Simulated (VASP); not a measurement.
# Hf4B7 (a cell with a defect) in VASP: notebook

Runs on Hf4B7 (a cell with a defect). Level: PBEsol. Tasks: single point, relaxation of the atoms.

Everything below comes from runs of VASP 6.6.1. Logs are shortened: lines on timing, memory, paths and dates and some standing lists are left out, and cuts for length are marked.

## 1. The cell of the first run

The cell holds a defect, 11 atoms: a = 6.280 Å, b = 6.280 Å, c = 3.480 Å, α = 90.00°, β = 90.00°, γ = 120.00°.

## 2. Single point, PBEsol

Input file INCAR:

```
  PREC = Accurate
  ENCUT = 420
  EDIFF = 1E-6
  ISMEAR = -1
  SIGMA = 0.1
  LREAL = F
  LASPH = T
  NELM = 120
  ALGO = Normal
  ISIF = 2
  LWAVE = F
  LCHARG = T
  GGA = PS
  LELF = T
  LVHAR = T
  NBANDS = 42
  GGA_COMPAT = F
```

Input file KPOINTS:

```
regular mesh
0
Gamma
  3 3 4
```

Input file POSCAR:

```
Hf4B7
1.0
    6.2800002680      0.0000000000      0.0000000000
   -3.1400001340      5.4386397679      0.0000000000
    0.0000000000      0.0000000000      3.4800000000
Hf B
4 7
Direct
   -0.0032524310     -0.0016262155      0.0000000000
    0.0000000000      0.5000000000      0.0000000000
    0.5016262155     -0.0016262155      0.0000000000
    0.5016262155      0.5032524310      0.0000000000
    0.1625556254      0.3374443746      0.5000000000
    0.1625556254      0.8251112507      0.5000000000
    0.3310165335      0.6655082667      0.5000000000
    0.6748887493      0.3374443746      0.5000000000
    0.8344917333      0.1689834665      0.5000000000
    0.6666666667      0.8333333333      0.5000000000
    0.8344917333      0.6655082667      0.5000000000
```

Potentials or basis: VASP PAW PBE potentials, release 64 (Hf_pv, B).

Run with:

```bash
$ cat potpaw_PBE.64/Hf_pv/POTCAR potpaw_PBE.64/B/POTCAR > POTCAR
$ mpirun -np 1 vasp_std > vasp.out
```

OUTCAR:

```text
PREC = Accurate
   ENCUT = 420
   EDIFF = 1E-6
   ISMEAR = -1
   LREAL = F
   LASPH = T
   NELM = 120
   ISIF = 2
   GGA = PS

 ion  position               nearest neighbor table
   1  0.997  0.998  0.000-  10 2.50  10 2.50   9 2.51   9 2.51  11 2.51  11 2.51   5 2.54   5 2.54
                             6 2.54   6 2.54   3 3.11   4 3.11   2 3.14   2 3.14   3 3.17   4 3.17
   2  0.000  0.500  0.000-   8 2.48   8 2.48   6 2.48   6 2.48   5 2.48   5 2.48  11 2.50  11 2.50
                             7 2.50   7 2.50   9 2.50   9 2.50   4 3.14   4 3.14   1 3.14   3 3.14
   3  0.502  0.998  0.000-  10 2.50  10 2.50   9 2.51   9 2.51   7 2.51   7 2.51   6 2.54   6 2.54
                             8 2.54   8 2.54   1 3.11   4 3.11   2 3.14   2 3.14   1 3.17   4 3.17
   4  0.502  0.503  0.000-  10 2.50  10 2.50   7 2.51   7 2.51  11 2.51  11 2.51   5 2.54   5 2.54
                             8 2.54   8 2.54   3 3.11   1 3.11   2 3.14   2 3.14   1 3.17   3 3.17
   5  0.163  0.337  0.500-   9 1.78   7 1.78   2 2.48   2 2.48   4 2.54   4 2.54   1 2.54   1 2.54

   6  0.163  0.825  0.500-   7 1.78  11 1.78   2 2.48   2 2.48   3 2.54   3 2.54   1 2.54   1 2.54
[... 5 lines left out ...]
   9  0.834  0.169  0.500-   8 1.78   5 1.78  10 1.83   2 2.50   2 2.50   1 2.51   1 2.51   3 2.51
                             3 2.51
  10  0.667  0.833  0.500-  11 1.83   7 1.83   9 1.83   1 2.50   1 2.50   4 2.50   4 2.50   3 2.50
                             3 2.50
  11  0.834  0.666  0.500-   6 1.78   8 1.78  10 1.83   2 2.50   2 2.50   4 2.51   4 2.51   1 2.51
                             1 2.51

  LATTYP: Found a hexagonal cell.
 ALAT       =     6.2800002680
 C/A-ratio  =     0.5541401037

  Lattice vectors:

 A1 = (   6.2800002680,   0.0000000000,   0.0000000000)
 A2 = (  -3.1400001340,   5.4386397679,   0.0000000000)
 A3 = (   0.0000000000,   0.0000000000,   3.4800000000)

Analysis of symmetry for initial positions (statically):
=====================================================================
 Subroutine PRICEL returns:
 Original cell was already a primitive cell.

 Routine SETGRP: Setting up the symmetry group for a
 hexagonal supercell.

 Subroutine GETGRP returns: Found 12 space group operations
 (whereof  4 operations were pure point group operations)
 out of a pool of 24 trial point group operations.

The static configuration has the point symmetry C_2v.
 The point group associated with its full space group is D_3h.

Analysis of symmetry for dynamics (positions and initial velocities):
=====================================================================
 Subroutine PRICEL returns:
 Original cell was already a primitive cell.

 Routine SETGRP: Setting up the symmetry group for a
 hexagonal supercell.

 Subroutine GETGRP returns: Found 12 space group operations
 (whereof  4 operations were pure point group operations)
 out of a pool of 24 trial point group operations.

The dynamic configuration has the point symmetry C_2v.
 The point group associated with its full space group is D_3h.

 Subroutine INISYM returns: Found 12 space group operations
 (whereof  4 operations are pure point group operations),
 and found     1 'primitive' translations

----------------------------------------------------------------------------------------

                                     Primitive cell

  volume of cell :     118.8582

  direct lattice vectors                    reciprocal lattice vectors
     6.280000268  0.000000000  0.000000000     0.159235662  0.091934752  0.000000000
    -3.140000134  5.438639768  0.000000000     0.000000000  0.183869505  0.000000000
     0.000000000  0.000000000  3.480000000     0.000000000  0.000000000  0.287356322

  length of vectors
     6.280000268  6.280000268  3.480000000     0.183869505  0.183869505  0.287356322

  position of ions in fractional coordinates (direct lattice)
     0.996747569  0.998373784  0.000000000
     1.000000000  0.500000000  0.000000000
     0.501626215  0.998373784  0.000000000
     0.501626215  0.503252431  0.000000000
     0.162555625  0.337444375  0.500000000
     0.162555625  0.825111251  0.500000000
     0.331016533  0.665508267  0.500000000
     0.674888749  0.337444375  0.500000000
     0.834491733  0.168983467  0.500000000
     0.666666667  0.833333333  0.500000000
     0.834491733  0.665508267  0.500000000

  ion indices of the primitive-cell ions
   primitive index   ion index
                 1           1
                 2           2
                 3           3
                 4           4
                 5           5
                 6           6
                 7           7
                 8           8
                 9           9
                10          10
                11          11

----------------------------------------------------------------------------------------

 KPOINTS: regular mesh

Automatic generation of k-mesh.
 Grid dimensions read from file:
 generate k-points for:    3    3    4

 Generating k-lattice:

  Cartesian coordinates                     Fractional coordinates (reciprocal lattice)
     0.053078554  0.030644917  0.000000000     0.333333333 -0.000000000  0.000000000
     0.000000000  0.061289835  0.000000000     0.000000000  0.333333333  0.000000000
     0.000000000  0.000000000  0.071839080     0.000000000  0.000000000  0.250000000

  Length of vectors
     0.061289835  0.061289835  0.071839080

  Shift w.r.t. Gamma in fractional coordinates (k-lattice)
     0.000000000  0.000000000  0.000000000

 Subroutine IBZKPT returns following result:
 ===========================================

 Found      9 irreducible k-points:

 Following reciprocal coordinates:
            Coordinates               Weight
  0.000000  0.000000  0.000000      1.000000
  0.333333  0.000000  0.000000      6.000000
  0.333333  0.333333  0.000000      2.000000
  0.000000  0.000000  0.250000      2.000000
  0.333333  0.000000  0.250000     12.000000
  0.333333  0.333333  0.250000      4.000000
  0.000000  0.000000  0.500000      1.000000
  0.333333  0.000000  0.500000      6.000000
  0.333333  0.333333  0.500000      2.000000
   k-points           NKPTS =      9   k-points in BZ     NKDIM =      9   number of bands    NBANDS=     42
   number of dos      NEDOS =    301   number of ions     NIONS =     11
   total plane-waves  NPLWV =  42336
   dimension x,y,z NGX =    42 NGY =   42 NGZ =   24
   dimension x,y,z NGXF=    84 NGYF=   84 NGZF=   48
   ions per type =               4   7
   NGX,Y,Z   is equivalent  to a cutoff of  11.12, 11.12, 11.47 a.u.
   NGXF,Y,Z  is equivalent  to a cutoff of  22.24, 22.24, 22.93 a.u.
 SYSTEM =  unknown system
   PREC   = accura    normal or accurate (medium, high low for compatibility)
   ISTART =      0    job   : 0-new  1-cont  2-samecut
   ICHARG =      2    charge: 1-file 2-atom 10-const
   ISPIN  =      1    spin polarized calculation?
   LNONCOLLINEAR =      F non collinear calculations
   LSORBIT =      F    spin-orbit coupling
   LASPH  =      T    aspherical Exc in radial PAW
   ENCUT  =  420.0 eV  30.87 Ry    5.56 a.u.  10.49 10.49  5.82*2*pi/ulx,y,z
   NELM   =    120;   NELMIN=  2; NELMDL= -5     # of ELM steps
   EDIFF  = 0.1E-05   stopping-criterion for ELM
   LREAL  =      F    real-space projection
   EDIFFG = 0.1E-04   stopping-criterion for IOM
   NSW    =      0    number of steps for IOM
   IBRION =     -1    ionic relax: 0-MD 1-quasi-New 2-CG
   NFREE  =      0    steps in history (QN), initial steepest desc. (CG)
   ISIF   =      2    stress and relaxation
   ISYM   =      2    0-nonsym 1-usesym 2-fastsym
   POTIM  = 0.5000    time-step for ionic-motion
   TEBEG  =    0.0;   TEEND  =   0.0 temperature during run
   PSTRESS=    0.0 pullay stress
   NELECT =      61.0000    total number of electrons
   NUPDOWN=      -1.0000    fix difference up-down
   EMIN   =  10.00;   EMAX   =-10.00  energy-range for DOS
   EFERMI =   0.00;   METHOD = LEGACY
   ISMEAR =    -1;   SIGMA  =   0.10  broadening in eV -4-tet -1-fermi 0-gaus
   EFERMI_NEDOS =   21; number of points for ismear=-14 and -15
   IALGO  =     38    algorithm
   IMIX   =      4    mixing-type and parameters
     AMIX     =   0.40;   BMIX     =  1.00
     AMIX_MAG =   1.60;   BMIX_MAG =  1.00
  volume/ion in A,a.u.               =      10.81        72.92
  Fermi-wavevector in a.u.,A,eV,Ry     =   1.310715  2.476893 23.374464  1.717975
  Thomas-Fermi vector in A             =   2.441227
   LORBIT       =      0    0 simple, 1 ext, 2 COOP (PROOUT), +10 PAW based schemes
   GGA     = PS    functional components
   LHFCALC =     F    Hartree Fock is set to
   AEXX    =    0.0000 exact exchange contribution
   IVDW    =     0    specifies the selected vdW correction
   LEPSILON=     F    determine dielectric tensor
   LRPA    =     F    only Hartree local field effects (RPA)
 non-spin polarized calculation
  energy-cutoff  :      420.00
  volume of cell :      118.86
 maximum number of plane-waves:      2376
 NGX is ok and might be reduce to    42
   NGX = 21   NGY = 21   NGZ = 11

 number of electron      61.0000015 magnetization

 Free energy of the ion-electron system (eV)
  ---------------------------------------------------
  ext. energy  EPLUGINS =         0.00000000
  ---------------------------------------------------
  free energy    TOTEN  =      -100.43477105 eV

  energy without entropy =     -100.31381919  energy(sigma->0) =     -100.37429512

 E-fermi :   6.3082     XC(G=0): -12.3887

 val. band max:        6.2534172827   @ k =   0.3333   0.0000   0.2500
 cond. band min:       6.3325502659   @ k =   0.3333   0.3333   0.2500
 fundamental gap:      0.0791329832
 Fermi energy:         6.3081911050

 k-point     1 :       0.0000    0.0000    0.0000
  band No.  band energies     occupation
      1     -24.0104      2.00000
      2     -24.0104      2.00000
      3     -23.9639      2.00000
      4     -23.6514      2.00000
      5     -23.5308      2.00000
      6     -23.5137      2.00000
[... 394 lines left out ...]
     41      11.5008      0.00000
     42      11.6859      0.00000

------------------------ aborting loop because EDIFF is reached ----------------------------------------

  FORCE on cell =-STRESS in cart. coord.  units (eV):
  Direction    XX          YY          ZZ          XY          YZ          ZX
  --------------------------------------------------------------------------------------
  -------------------------------------------------------------------------------------
  Total        0.7514343      0.7514343     -7.9913412     -0.0000000      0.0000000     -0.0000000
  in kB       10.1291361     10.1291361   -107.7211680     -0.0000000      0.0000000     -0.0000000
  external PRESSURE =     -29.1542986 kB  Pullay stress =       0.0000000 kB

 VOLUME and BASIS-vectors are now :
 -----------------------------------------------------------------------------
  energy-cutoff  :      420.00
  volume of cell :      118.86
      direct lattice vectors                 reciprocal lattice vectors
     6.280000268  0.000000000  0.000000000     0.159235662  0.091934752  0.000000000
    -3.140000134  5.438639768  0.000000000     0.000000000  0.183869505  0.000000000
     0.000000000  0.000000000  3.480000000     0.000000000  0.000000000  0.287356322

 POSITION                                       TOTAL-FORCE (eV/Angst)
 -----------------------------------------------------------------------------------
      3.12468      5.42980      0.00000        -0.009283     -0.005359     -0.000000
     -1.57000      2.71932      0.00000         0.000000     -0.000000     -0.000000
      0.01532      5.42980      0.00000         0.009283     -0.005359      0.000000
      1.57000      2.73701      0.00000        -0.000000      0.010719     -0.000000
     -0.03873      1.83524      1.74000         0.004796     -0.002769     -0.000000
     -1.57000      4.48748      1.74000         0.000000      0.005538     -0.000000
     -0.01091      3.61946      1.74000         0.004288      0.002476     -0.000000
      3.17873      1.83524      1.74000        -0.004796     -0.002769     -0.000000
      4.71000      0.91904      1.74000        -0.000000     -0.004951     -0.000000
      1.57000      4.53220      1.74000         0.000000     -0.000000     -0.000000
      3.15091      3.61946      1.74000        -0.004288      0.002476     -0.000000
 -----------------------------------------------------------------------------------
    total drift:                               -0.000000      0.000000      0.000000

  FREE ENERGIE OF THE ION-ELECTRON SYSTEM (eV)
  ---------------------------------------------------
  free  energy   TOTEN  =      -100.4347710522 eV

  energy  without entropy=     -100.3138191881  energy(sigma->0) =     -100.37429512
```

Run time: 21 s. Hardware: 1 thread of Intel Xeon 6975P-C (Granite Rapids), shared host; peak memory 0.19 GiB.

Results:

```
Free energy            : -100.4348 eV
Pressure               : -2.9 GPa
Largest force          : 0.011 eV/Å
Band gap on the k mesh : zero (an odd number of electrons rules out a gap without spin polarisation)
```

Forces in eV/Å, atoms in the order of the input:
```
Hf  -0.009 -0.005  0.000
Hf   0.000  0.000  0.000
Hf   0.009 -0.005  0.000
Hf   0.000  0.011  0.000
B    0.005 -0.003  0.000
B    0.000  0.006  0.000
B    0.004  0.002  0.000
B   -0.005 -0.003  0.000
B    0.000 -0.005  0.000
B    0.000  0.000  0.000
B   -0.004  0.002  0.000
```

Stress tensor (GPa, compression positive):
```
  1.01   0.00   0.00
  0.00   1.01   0.00
  0.00   0.00 -10.77
```

Caveat: the k points lie up to 0.45 Å⁻¹ apart, too coarse for converged energies and pressures of a metal; the PAW data sets were made with another functional, which shifts forces and pressure a little; spin-orbit coupling is left out, which moves the levels of the heavy elements.

## 3. Relaxation of the atoms, PBEsol

Input file INCAR:

```
  PREC = Accurate
  ENCUT = 450
  EDIFF = 1E-7
  ISMEAR = -1
  SIGMA = 0.1
  LREAL = False
  LASPH = True
  NELM = 120
  ALGO = Normal
  ISIF = 2
  LWAVE = False
  LCHARG = False
  GGA = PS
  IBRION = 2
  NSW = 60
  EDIFFG = -0.03
  GGA_COMPAT = False
  NELMIN = 4
```

KPOINTS is that of step 2.

Input file POSCAR:

```
Hf4B7
1.0
    6.2800002680      0.0000000000      0.0000000000
   -3.1400001340      5.4386397679      0.0000000000
    0.0000000000      0.0000000000      3.4800000000
Hf B
4 7
Direct
    0.0000000000      0.0000000000      0.0000000000
    0.0000000000      0.5000000000      0.0000000000
    0.5000000000      0.0000000000      0.0000000000
    0.5000000000      0.5000000000      0.0000000000
    0.1666666667      0.3333333333      0.5000000000
    0.1666666667      0.8333333333      0.5000000000
    0.3333333333      0.6666666667      0.5000000000
    0.6666666667      0.3333333333      0.5000000000
    0.8333333333      0.1666666667      0.5000000000
    0.6666666667      0.8333333333      0.5000000000
    0.8333333333      0.6666666667      0.5000000000
```

Potentials or basis: VASP PAW PBE potentials, release 64 (Hf_pv, B).

Run with:

```bash
$ cat potpaw_PBE.64/Hf_pv/POTCAR potpaw_PBE.64/B/POTCAR > POTCAR
$ mpirun -np 1 vasp_std > vasp.out
```

It took 65 s on 1 thread of Intel Xeon 6975P-C (Granite Rapids), shared host; peak memory 0.23 GiB.

The run converged. Its results:

- Free energy: -100.4356 eV
- Energy gained by relaxing: 5.5 meV/atom
- Ionic steps: 4
- Pressure after relaxing: -2.9 GPa
- Largest force after relaxing: 0.026 eV/Å
- Band gap on the k mesh: zero (an odd number of electrons rules out a gap without spin polarisation)

Forces on the atoms (eV/Å):
```
Hf   0.019  0.011  0.000
Hf   0.000  0.000  0.000
Hf  -0.019  0.011  0.000
Hf   0.000 -0.022  0.000
B   -0.017  0.010  0.000
B    0.000 -0.020  0.000
B    0.023  0.013  0.000
B    0.017  0.010  0.000
B    0.000 -0.026  0.000
B    0.000  0.000  0.000
B   -0.023  0.013  0.000
```

Stress tensor (GPa, compression positive):
```
  1.01   0.00   0.00
  0.00   1.01   0.00
  0.00   0.00 -10.76
```

The path:
```csv
step,energy change (eV),largest force (eV/Å),pressure (GPa)
1,0.0000,0.6425,-3.63
2,-0.0565,0.1792,-3.04
3,-0.0571,0.1690,-2.95
4,-0.0608,0.0265,-2.91
```

Final structure:
```xyz
11
Lattice="6.2800 0.0000 0.0000 -3.1400 5.4386 0.0000 0.0000 0.0000 3.4800" Properties=species:S:1:pos:R:3 pbc="T T T"
Hf    3.1233    5.4290    3.4800
Hf   -1.5700    2.7193    3.4800
Hf    0.0167    5.4290    0.0000
Hf    1.5700    2.7386    3.4800
B    -0.0370    1.8342    1.7400
B    -1.5700    4.4895    1.7400
B    -0.0120    3.6188    1.7400
B     3.1770    1.8342    1.7400
B     4.7100    0.9203    1.7400
B     1.5700    4.5322    1.7400
B     3.1520    3.6188    1.7400
```

Levels at points of the mesh, in eV from the Fermi level:
```tsv
k point	band 28	band 29	band 30	band 31	band 32	band 33
(0.00, 0.00, 0.00)	-1.99	-1.92	-0.95	0.31	0.31	2.90
(0.00, 0.00, 0.50)	-1.98	0.34	0.85	0.85	1.64	1.64
```

Caveat: the k points lie up to 0.45 Å⁻¹ apart, too coarse for converged energies and pressures of a metal; the PAW data sets were made with another functional, which shifts forces and pressure a little; spin-orbit coupling is left out, which moves the levels of the heavy elements.
